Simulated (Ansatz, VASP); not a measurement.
Ta in VASP and in Ansatz

INCAR

```
SYSTEM = Ta
PREC = Accurate ; ENCUT = 520
EDIFF = 1E-6 ; ISMEAR = 0
SIGMA = 0.15 ; LREAL = .False.
LASPH = .True. ; NELM = 80
ALGO = Fast ; ISIF = 2
LWAVE = .False. ; LCHARG = .True.
GGA = PS ; LELF = .True.
LVHAR = .True. ; NBANDS = 18
```

Contents of KPOINTS:

```
regular mesh
0
Gamma
  12 12 8
  0 0 0
```

POSCAR

```
Ta
1.0
    2.8669354486      0.0000000000      0.0000000000
   -1.4334677243      2.4828389295      0.0000000000
    0.0000000000      0.0000000000      5.0914149207
Ta
2
Direct
    0.5410003387      0.2543800283      0.7510403075
    0.4589996613      0.7456199717      0.2489596925
```

Input for Ansatz:

```yaml
crystal:
  lattice:
    - [2.8669354486, 0.0, 0.0]
    - [-1.4334677243, 2.4828389295, 0.0]
    - [0.0, 0.0, 5.0914149207]
  atoms:
    - { symbol: Ta, position: [0.5410003387, 0.2543800283, 0.7510403075] }
    - { symbol: Ta, position: [0.4589996613, 0.7456199717, 0.2489596925] }
basis:
  ecutwfc: 420
kpoints:
  mp_grid: { grid: [12, 12, 8] }
hamiltonian:
  xc: pbesol
scf:
  occupations: { method: gaussian, width: 0.15 }
output:
  forces: true
  stress: true
  eigenvalues: true
```

Change from the starting cell: all atoms moved at random, sigma 0.25 Å a component.

Alike in both runs: task single point; functional PBEsol; k mesh 12 × 12 × 8; occupations gaussian, width 0.15 eV; no spin polarisation.

```csv
,VASP,Ansatz
version,VASP 6.6.1,Ansatz 0.2.0
potentials or method,"VASP PAW PBE potentials, release 64 (Ta_pv), cutoff 520 eV","scalar-relativistic, plane waves, PAW"
valence electrons in the cell,22,26
```

```tsv
	VASP	Ansatz	Ansatz less VASP
gap on the k mesh at the Fermi level (eV)	none	none	-
pressure (GPa)	-0.6	-0.8	-0.14
traceless stress, the component that is largest in VASP (GPa)	9.00	9.01	+0.009
rms of the force components (eV/Å)	0.326	0.326	0.0000
```

VASP's potentials were made for PBE, not for PBEsol. Atom by atom the forces differ by 0.001 eV/Å (rms over components). A gap of «none» marks a metal or a gap that the smearing closes. The functional is the same, so the differences come from potentials, cutoffs and numerics. VASP's potentials hold 22 valence electrons a cell and Ansatz's 26, so a difference there can come from the potentials and not from the codes.

Neither program's run includes spin-orbit coupling.
